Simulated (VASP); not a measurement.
# PbSe (I4/mmm) in VASP: a series of runs

Runs on PbSe. Level: PBE+D3(BJ). Tasks: single point.

Program: VASP 6.6.1. These are calculated values, not measurements. Logs are shortened: lines on timing, memory, paths and dates and some standing lists are left out, and cuts for length are marked.

## (1) The cell of the first run

Symmetry: I4/mmm, No. 139, tetragonal system. The conventional cell has a = 4.626 Å, b = 4.626 Å, c = 6.039 Å, α = 90.00°, β = 90.00°, γ = 90.00°. Pb (site symmetry 4/mmm) has 6 Se at 3.02 to 3.27 Å within 4.0 Å. Se (site symmetry 4/mmm) has 6 Pb at 3.02 to 3.27 Å within 4.0 Å.

## (2) Single point, PBE+D3(BJ) (32.31 Å³/atom)

File INCAR:

```
SYSTEM = PbSe
PREC = Accurate
ENCUT = 520
EDIFF = 1E-6
ISMEAR = 0
SIGMA = 0.03
LREAL = .FALSE.
LASPH = .TRUE.
NELM = 80
ALGO = Normal
ISIF = 2
LWAVE = .FALSE.
LCHARG = .TRUE.
GGA = PE
IVDW = 12
LELF = .TRUE.
LVHAR = .TRUE.
NBANDS = 17
```

File KPOINTS:

```
Automatic mesh
0
G
  10 10 10
  0 0 0
```

File POSCAR:

```
PbSe
1.0
    0.0000000000      3.2713700492      3.0194745554
    3.2713700492      0.0000000000      3.0194745554
    3.2713700492      3.2713700492      0.0000000000
Pb Se
1 1
Direct
    0.0000000000      0.0000000000      0.0000000000
    0.5000000000      0.5000000000      0.5000000000
```

Potentials or basis: VASP PAW PBE potentials, release 64 (Pb_d, Se).

Command:

```
$ cat potpaw_PBE.64/Pb_d/POTCAR potpaw_PBE.64/Se/POTCAR > POTCAR
$ mpirun -np 1 vasp_std > vasp.out
```

OUTCAR:

```text
SYSTEM = PbSe
   PREC = Accurate
   ENCUT = 520
   EDIFF = 1E-6
   ISMEAR = 0
   LREAL = .FALSE.
   LASPH = .TRUE.
   NELM = 80
   ISIF = 2
   GGA = PE
   IVDW = 12
 IVDW          = 12

 ion  position               nearest neighbor table
   1  0.000  0.000  0.000-   2 3.02   2 3.02   2 3.27   2 3.27   2 3.27   2 3.27
   2  0.500  0.500  0.500-   1 3.02   1 3.02   1 3.27   1 3.27   1 3.27   1 3.27

  LATTYP: Found a body centered tetragonal cell.
 ALAT       =     4.6264158911
 C/A-ratio  =     1.3053191181

  Lattice vectors:

 A1 = (   0.0000000000,  -3.2713700492,  -3.0194745554)
 A2 = (   0.0000000000,   3.2713700492,  -3.0194745554)
 A3 = (   3.2713700492,   0.0000000000,   3.0194745554)

Analysis of symmetry for initial positions (statically):
=====================================================================
 Subroutine PRICEL returns:
 Original cell was already a primitive cell.

 Routine SETGRP: Setting up the symmetry group for a
 body centered tetragonal supercell.

 Subroutine GETGRP returns: Found 16 space group operations
 (whereof 16 operations were pure point group operations)
 out of a pool of 16 trial point group operations.

The static configuration has the point symmetry D_4h.

Analysis of symmetry for dynamics (positions and initial velocities):
=====================================================================
 Subroutine PRICEL returns:
 Original cell was already a primitive cell.

 Routine SETGRP: Setting up the symmetry group for a
 body centered tetragonal supercell.

 Subroutine GETGRP returns: Found 16 space group operations
 (whereof 16 operations were pure point group operations)
 out of a pool of 16 trial point group operations.

The dynamic configuration has the point symmetry D_4h.

 Subroutine INISYM returns: Found 16 space group operations
 (whereof 16 operations are pure point group operations),
 and found     1 'primitive' translations

----------------------------------------------------------------------------------------

                                     Primitive cell

  volume of cell :      64.6280

  direct lattice vectors                    reciprocal lattice vectors
     0.000000000  3.271370049  3.019474555    -0.152841162  0.152841162  0.165591725
     3.271370049  0.000000000  3.019474555     0.152841162 -0.152841162  0.165591725
     3.271370049  3.271370049  0.000000000     0.152841162  0.152841162 -0.165591725

  length of vectors
     4.451863496  4.451863496  4.626415891     0.272289297  0.272289297  0.272289297

  position of ions in fractional coordinates (direct lattice)
     0.000000000  0.000000000  0.000000000
     0.500000000  0.500000000  0.500000000

  ion indices of the primitive-cell ions
   primitive index   ion index
                 1           1
                 2           2

----------------------------------------------------------------------------------------

 KPOINTS: Automatic mesh

Automatic generation of k-mesh.
 Grid dimensions read from file:
 generate k-points for:   10   10   10

 Generating k-lattice:

  Cartesian coordinates                     Fractional coordinates (reciprocal lattice)
    -0.015284116  0.015284116  0.016559172     0.100000000  0.000000000  0.000000000
     0.015284116 -0.015284116  0.016559172     0.000000000  0.100000000  0.000000000
     0.015284116  0.015284116 -0.016559172    -0.000000000 -0.000000000  0.100000000

  Length of vectors
     0.027228930  0.027228930  0.027228930

  Shift w.r.t. Gamma in fractional coordinates (k-lattice)
     0.000000000  0.000000000  0.000000000

 Subroutine IBZKPT returns following result:
 ===========================================

 Found    102 irreducible k-points:

 Following reciprocal coordinates:
            Coordinates               Weight
  0.000000  0.000000  0.000000      1.000000
  0.100000  0.000000  0.000000      8.000000
  0.200000  0.000000  0.000000      8.000000
  0.300000  0.000000  0.000000      8.000000
  0.400000 -0.000000  0.000000      8.000000
  0.500000  0.000000  0.000000      4.000000
[... 16 lines left out ...]
  0.300000  0.300000  0.000000      2.000000
  0.400000  0.300000  0.000000      8.000000
 [... further k-points ...]
   k-points           NKPTS =    102   k-points in BZ     NKDIM =    102   number of bands    NBANDS=     17
   number of dos      NEDOS =    301   number of ions     NIONS =      2
   total plane-waves  NPLWV =  46656
   dimension x,y,z NGX =    36 NGY =   36 NGZ =   36
   dimension x,y,z NGXF=    72 NGYF=   72 NGZF=   72
   ions per type =               1   1
   NGX,Y,Z   is equivalent  to a cutoff of  13.44, 13.44, 12.94 a.u.
   NGXF,Y,Z  is equivalent  to a cutoff of  26.89, 26.89, 25.87 a.u.
 SYSTEM =  PbSe
   PREC   = accura    normal or accurate (medium, high low for compatibility)
   ISTART =      0    job   : 0-new  1-cont  2-samecut
   ICHARG =      2    charge: 1-file 2-atom 10-const
   ISPIN  =      1    spin polarized calculation?
   LNONCOLLINEAR =      F non collinear calculations
   LSORBIT =      F    spin-orbit coupling
   LASPH  =      T    aspherical Exc in radial PAW
   ENCUT  =  520.0 eV  38.22 Ry    6.18 a.u.   8.28  8.28  8.60*2*pi/ulx,y,z
   NELM   =     80;   NELMIN=  2; NELMDL= -5     # of ELM steps
   EDIFF  = 0.1E-05   stopping-criterion for ELM
   LREAL  =      F    real-space projection
   EDIFFG = 0.1E-04   stopping-criterion for IOM
   NSW    =      0    number of steps for IOM
   IBRION =     -1    ionic relax: 0-MD 1-quasi-New 2-CG
   NFREE  =      0    steps in history (QN), initial steepest desc. (CG)
   ISIF   =      2    stress and relaxation
   ISYM   =      2    0-nonsym 1-usesym 2-fastsym
   POTIM  = 0.5000    time-step for ionic-motion
   TEBEG  =    0.0;   TEEND  =   0.0 temperature during run
   PSTRESS=    0.0 pullay stress
   NELECT =      20.0000    total number of electrons
   NUPDOWN=      -1.0000    fix difference up-down
   EMIN   =  10.00;   EMAX   =-10.00  energy-range for DOS
   EFERMI =   0.00;   METHOD = LEGACY
   ISMEAR =     0;   SIGMA  =   0.03  broadening in eV -4-tet -1-fermi 0-gaus
   EFERMI_NEDOS =   21; number of points for ismear=-14 and -15
   IALGO  =     38    algorithm
   IMIX   =      4    mixing-type and parameters
     AMIX     =   0.40;   BMIX     =  1.00
     AMIX_MAG =   1.60;   BMIX_MAG =  1.00
  volume/ion in A,a.u.               =      32.31       218.07
  Fermi-wavevector in a.u.,A,eV,Ry     =   1.107332  2.092554 16.683254  1.226185
  Thomas-Fermi vector in A             =   2.243845
   LORBIT       =      0    0 simple, 1 ext, 2 COOP (PROOUT), +10 PAW based schemes
   GGA     = PE    functional components
   LHFCALC =     F    Hartree Fock is set to
   AEXX    =    0.0000 exact exchange contribution
   IVDW    =    12    specifies the selected vdW correction
   LEPSILON=     F    determine dielectric tensor
   LRPA    =     F    only Hartree local field effects (RPA)
 non-spin polarized calculation
 Gauss-broadening in eV      SIGMA  =   0.03
  energy-cutoff  :      520.00
  volume of cell :       64.63
 maximum number of plane-waves:      1763
 NGX is ok and might be reduce to    36
   NGX = 17   NGY = 17   NGZ = 17

 number of electron      19.9999998 magnetization

 Free energy of the ion-electron system (eV)
  ---------------------------------------------------
  ext. energy  EPLUGINS =         0.00000000
  ---------------------------------------------------
  free energy    TOTEN  =        -8.08625242 eV

  energy without entropy =       -8.08625242  energy(sigma->0) =       -8.08625242

 E-fermi :   3.9324     XC(G=0):  -8.9794

 val. band max:        3.7517066881   @ k =   0.5000   0.0000   0.0000
 cond. band min:       4.2219906379   @ k =   0.5000   0.0000   0.0000
 fundamental gap:      0.4702839497
 Fermi energy:         3.9323713911

 k-point     1 :       0.0000    0.0000    0.0000
  band No.  band energies     occupation
      1     -13.0282      2.00000
      2     -13.0249      2.00000
      3     -12.9943      2.00000
      4     -12.9943      2.00000
      5     -12.9798      2.00000
      6      -9.0063      2.00000
[... 9 lines left out ...]
     16      10.7702      0.00000
     17      10.9443      0.00000

 k-point     2 :       0.1000    0.0000    0.0000
  band No.  band energies     occupation
      1     -13.0278      2.00000
      2     -13.0250      2.00000
      3     -12.9933      2.00000
      4     -12.9927      2.00000
      5     -12.9806      2.00000
      6      -8.9457      2.00000
[... 9 lines left out ...]
     16      10.8108      0.00000
     17      11.6154      0.00000

 k-point     3 :       0.2000    0.0000    0.0000
  band No.  band energies     occupation
      1     -13.0267      2.00000
      2     -13.0261      2.00000
      3     -12.9912      2.00000
      4     -12.9880      2.00000
      5     -12.9822      2.00000
      6      -8.7750      2.00000
[... 9 lines left out ...]
     16      11.2526      0.00000
     17      12.9702      0.00000

 k-point     4 :       0.3000    0.0000    0.0000
  band No.  band energies     occupation
      1     -13.0281      2.00000
      2     -13.0259      2.00000
      3     -12.9910      2.00000
      4     -12.9816      2.00000
      5     -12.9813      2.00000
      6      -8.5327      2.00000
[... 9 lines left out ...]
     16      12.0369      0.00000
     17      14.3254      0.00000
[... 343 lines left out ...]
      1     -13.0275      2.00000
      2     -13.0240      2.00000
      3     -12.9957      2.00000
      4     -12.9875      2.00000
      5     -12.9829      2.00000
      6      -8.4798      2.00000
[... 9 lines left out ...]
     16      13.4271      0.00000
     17      14.0566      0.00000

 k-point    23 :       0.3000    0.3000    0.0000
  band No.  band energies     occupation
      1     -13.0368      2.00000
      2     -13.0152      2.00000
      3     -13.0141      2.00000
      4     -12.9740      2.00000
      5     -12.9740      2.00000
      6      -8.2714      2.00000
[... 9 lines left out ...]
     16      13.2236      0.00000
     17      14.5061      0.00000

 k-point    24 :       0.4000    0.3000    0.0000
  band No.  band energies     occupation
      1     -13.0374      2.00000
      2     -13.0286      2.00000
      3     -13.0133      2.00000
      4     -12.9703      2.00000
      5     -12.9695      2.00000
      6      -8.0805      2.00000
[... 9 lines left out ...]
     16      13.9333      0.00000
     17      15.3256      0.00000

 [... further k-points ...]

------------------------ aborting loop because EDIFF is reached ----------------------------------------

 Edisp (eV)   -0.67588

 E8    (eV) :    -0.3164

  FORCE on cell =-STRESS in cart. coord.  units (eV):
  Direction    XX          YY          ZZ          XY          YZ          ZX
  --------------------------------------------------------------------------------------
  -------------------------------------------------------------------------------------
  Total      -1.55376    -1.55376     1.13060     0.00000    -0.00000     0.00000
  in kB     -38.51887   -38.51887    28.02832     0.00000    -0.00000     0.00000
  external pressure =      -16.34 kB  Pullay stress =        0.00 kB

 VOLUME and BASIS-vectors are now :
 -----------------------------------------------------------------------------
  energy-cutoff  :      520.00
  volume of cell :       64.63
      direct lattice vectors                 reciprocal lattice vectors
     0.000000000  3.271370049  3.019474555    -0.152841162  0.152841162  0.165591725
     3.271370049  0.000000000  3.019474555     0.152841162 -0.152841162  0.165591725
     3.271370049  3.271370049  0.000000000     0.152841162  0.152841162 -0.165591725

 POSITION                                       TOTAL-FORCE (eV/Angst)
 -----------------------------------------------------------------------------------
      0.00000      0.00000      0.00000         0.000000      0.000000     -0.000000
      3.27137      3.27137      3.01947         0.000000     -0.000000      0.000000
 -----------------------------------------------------------------------------------
    total drift:                                0.000000      0.000000      0.000000

  FREE ENERGIE OF THE ION-ELECTRON SYSTEM (eV)
  ---------------------------------------------------
  free  energy   TOTEN  =        -8.7621312515 eV

  energy  without entropy=       -8.7621312515  energy(sigma->0) =       -8.76213125
```

Run time: 2.6 min. Hardware: 1 thread of Intel Xeon 8259CL, shared host; peak memory 0.29 GiB.

Results:

| Item | Value |
| --- | --- |
| Free energy | -8.7621 eV |
| Pressure | -1.6 GPa |
| Band gap on the k mesh | 0.47 eV |
| Dispersion energy per atom | -0.338 eV |

Caveat: spin-orbit coupling is left out, which moves the levels of the heavy elements.

## (3) Single point, PBE+D3(BJ) (32.31 Å³/atom)

File INCAR:

```
SYSTEM = PbSe
  PREC = Accurate
  ENCUT = 520
  EDIFF = 1E-7
  ISMEAR = 0
  SIGMA = 0.03
  LREAL = .FALSE.
  LASPH = .TRUE.
  NELM = 100
  ALGO = Normal
  ISIF = 2
  LWAVE = .FALSE.
  LCHARG = .FALSE.
  GGA = PE
  IVDW = 12
  NBANDS = 17
```

File KPOINTS:

```
regular mesh
0
G
  10 10 10
  0 0 0
```

File POSCAR:

```
PbSe
1.0
    0.0000000000      3.1011344938      3.3600792240
    3.1011344938      0.0000000000      3.3600792240
    3.1011344938      3.1011344938      0.0000000000
Pb Se
1 1
Direct
    0.0000000000      0.0000000000      0.0000000000
    0.5000000000      0.5000000000      0.5000000000
```

Potentials or basis: VASP PAW PBE potentials, release 64 (Pb_d, Se).

Command:

```
$ cat potpaw_PBE.64/Pb_d/POTCAR potpaw_PBE.64/Se/POTCAR > POTCAR
$ mpirun -np 1 vasp_std > vasp.out
```

OUTCAR:

```text
SYSTEM = PbSe
   PREC = Accurate
   ENCUT = 520
   EDIFF = 1E-7
   ISMEAR = 0
   LREAL = .FALSE.
   LASPH = .TRUE.
   NELM = 100
   ISIF = 2
   GGA = PE
   IVDW = 12
 IVDW          = 12

 ion  position               nearest neighbor table
   1  0.000  0.000  0.000-   2 3.10   2 3.10   2 3.10   2 3.10   2 3.36   2 3.36
   2  0.500  0.500  0.500-   1 3.10   1 3.10   1 3.10   1 3.10   1 3.36   1 3.36

  LATTYP: Found a body centered tetragonal cell.
 ALAT       =     4.3856664599
 C/A-ratio  =     1.5323003948

  Lattice vectors:

 A1 = (  -3.1011344938,   0.0000000000,   3.3600792240)
[... 668 lines left out ...]

 Edisp (eV)   -0.67174

 E8    (eV) :    -0.3144

  FORCE on cell =-STRESS in cart. coord.  units (eV):
  Direction    XX          YY          ZZ          XY          YZ          ZX
  --------------------------------------------------------------------------------------
  -------------------------------------------------------------------------------------
  Total      -0.03051    -0.03051    -2.10711     0.00000    -0.00000    -0.00000
  in kB      -0.75641    -0.75641   -52.23685     0.00000    -0.00000    -0.00000
  external pressure =      -17.92 kB  Pullay stress =        0.00 kB

 VOLUME and BASIS-vectors are now :
 -----------------------------------------------------------------------------
  energy-cutoff  :      520.00
  volume of cell :       64.63
      direct lattice vectors                 reciprocal lattice vectors
     0.000000000  3.101134494  3.360079224    -0.161231317  0.161231317  0.148806015
     3.101134494  0.000000000  3.360079224     0.161231317 -0.161231317  0.148806015
     3.101134494  3.101134494  0.000000000     0.161231317  0.161231317 -0.148806015

 POSITION                                       TOTAL-FORCE (eV/Angst)
 -----------------------------------------------------------------------------------
      0.00000      0.00000      0.00000        -0.000000     -0.000000      0.000000
      3.10113      3.10113      3.36008         0.000000      0.000000     -0.000000
 -----------------------------------------------------------------------------------
    total drift:                                0.000000      0.000000      0.000000

  FREE ENERGIE OF THE ION-ELECTRON SYSTEM (eV)
  ---------------------------------------------------
  free  energy   TOTEN  =        -8.7726285745 eV

  energy  without entropy=       -8.7726285745  energy(sigma->0) =       -8.77262857
```

Wall time 2.8 min (1 thread of Intel Xeon 8259CL, shared host); peak memory 0.29 GiB.

Results:

```yaml
Free_energy: -8.7726 eV
Pressure: -1.8 GPa
Band_gap_on_the_k_mesh: 0.51 eV
Dispersion_energy_per_atom: -0.336 eV
```

Caveat: spin-orbit coupling is left out, which moves the levels of the heavy elements.

(Part 1 of 2 ends here.)
